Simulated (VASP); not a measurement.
Si4O7 (a cell with a defect): single point with PBEsol

System: Si4O7 (a cell with a defect).

```
Si O
1.0
     5.02807    0.00000    0.00000
     0.00000    5.02807    0.00000
     0.00000    0.00000    7.00887
Si O
4 7
Cartesian
  1.4987 1.4987 0.0000
  1.0153 4.0127 1.7522
  3.5294 3.5294 3.5044
  4.0127 1.0153 5.2567
  2.0014 3.7186 3.0024
  3.8235 4.5154 4.7547
  3.0267 1.3095 6.5069
  3.7186 2.0014 4.0064
  4.5154 3.8235 2.2542
  1.2140 1.5202 1.1830
  0.5126 1.2045 5.7587
```

This cell differs from its parent crystal: atoms taken out, atom 10 moved 0.625 of the way to it and +0.225 Å across, host rigid.

| Quantity | Value |
| --- | --- |
| Program | VASP 6.6.1 |
| Task | single point |
| Functional | PBEsol |
| Potentials or basis | VASP PAW PBE potentials, release 64 (Si, O) |
| Cutoff | 520 eV |
| k mesh | 4 × 4 × 4 |
| Occupations | gaussian, width 0.05 eV |
| Spin | no spin polarisation |
| Dipole correction | no |
| Further INCAR settings | ALGO = Normal; EDIFF = 1e-06; NBANDS = 40 |

| Quantity | Value |
| --- | --- |
| Pressure | 15.5 GPa |
| Largest force | 39.691 eV/Å |
| Band gap on the k mesh | 1.86 eV |

Forces on the atoms (eV/Å):
```
Si    9.258  -1.728 -37.511
Si    0.565  -0.455  -2.112
Si   -0.194  -0.122  -0.024
Si   -0.165  -0.053  -0.489
O     0.130   0.138   0.932
O     0.079   0.137   0.224
O    -0.215   0.355  -0.103
O     0.040  -0.091   0.175
O    -0.397   0.171   0.394
O    -9.527   1.264  38.509
O     0.427   0.383   0.004
```

Stress tensor (GPa, compression positive):
```
  4.32  -0.08 -10.36
 -0.08  -0.46   0.55
-10.36   0.55  42.58
```

Levels at points of the mesh, in eV from the valence-band top:
| k point | band 25 | band 26 | band 27 | band 28 | band 29 | band 30 | band 31 | band 32 | band 33 | band 34 |
| --- | --- | --- | --- | --- | --- | --- | --- | --- | --- | --- |
| (0.00, 0.00, 0.00) | -3.73 | -3.31 | -3.17 | -3.13 | -1.54 | 3.02 | 3.98 | 4.77 | 5.34 | 5.74 |
| (0.50, 0.00, 0.00) | -3.87 | -3.75 | -3.30 | -3.18 | -1.37 | 3.36 | 4.07 | 4.55 | 5.70 | 6.21 |
| (0.00, 0.50, 0.00) | -3.82 | -3.50 | -3.28 | -3.22 | -0.03 | 1.93 | 4.12 | 4.38 | 5.32 | 5.74 |
| (0.50, 0.50, 0.00) | -3.89 | -3.66 | -3.48 | -3.38 | -0.03 | 2.06 | 4.48 | 4.63 | 5.26 | 6.31 |
| (0.00, 0.00, 0.50) | -3.55 | -3.32 | -3.25 | -3.14 | -1.32 | 2.57 | 4.10 | 4.79 | 5.66 | 5.74 |
| (0.50, 0.00, 0.50) | -3.74 | -3.69 | -3.49 | -3.25 | -1.45 | 3.35 | 4.62 | 4.67 | 5.11 | 5.60 |
| (0.00, 0.50, 0.50) | -3.79 | -3.74 | -3.25 | -3.03 | -0.02 | 1.86 | 4.08 | 4.59 | 5.30 | 6.02 |
| (0.50, 0.50, 0.50) | -3.80 | -3.62 | -3.54 | -3.48 | 0.00 | 2.11 | 4.36 | 4.74 | 5.04 | 6.52 |

Wall time 6.4 min on 1 thread of Oxide Virtual Turin-like Processor, with other jobs on the host, peak memory 0.35 GiB.

Caveat: the cell differs from its parent crystal (atoms taken out, atom 10 moved 0.625 of the way to it and +0.225 Å across, host rigid); atoms lie so close that the PAW spheres overlap strongly, which falsifies energies and pressures; the PAW data sets were made with another functional, which shifts forces and pressure a little.
